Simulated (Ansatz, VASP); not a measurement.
## Hg2S in VASP and in Ansatz

```xyz
6
Lattice="6.0512 0.0000 0.0000 0.0000 6.0512 0.0000 0.0000 0.0000 6.0512" Properties=species:S:1:pos:R:3 pbc="T T T"
S     0.0000    0.0000    0.0000
S     3.0256    3.0256    3.0256
Hg    1.5128    1.5128    1.5128
Hg    1.5128    4.5384    4.5384
Hg    4.5384    4.5384    1.5128
Hg    4.5384    1.5128    4.5384
```

Alike in both runs: functional r2SCAN; k mesh 6 × 6 × 6; occupations gaussian, width 0.1 eV; no spin polarisation.

Ansatz relaxed the structure, and its values are those at the end. VASP's run is a single point on that final structure, the one shown.

|  | VASP | Ansatz |
| --- | --- | --- |
| version | VASP 6.6.1 | Ansatz 0.2.0 |
| potentials or method | VASP PAW PBE potentials, release 64 (S, Hg), cutoff 520 eV | scalar-relativistic, plane waves, PAW |
| valence electrons in the cell | 60 | 92 |

VASP gave:

```
gap on the k mesh at the Fermi level (eV) : none
pressure (GPa)                            : 0.1
```

Question: Estimate Ansatz's values.

Answer: gap on the k mesh at the Fermi level (eV): none; pressure (GPa): 0.0.

VASP's potentials were made for PBE, not for r2SCAN. A gap of «none» marks a metal or a gap that the smearing closes. VASP's potentials hold 60 valence electrons a cell and Ansatz's 92, so a difference there can come from the potentials and not from the codes.

Spin-orbit coupling is off throughout.
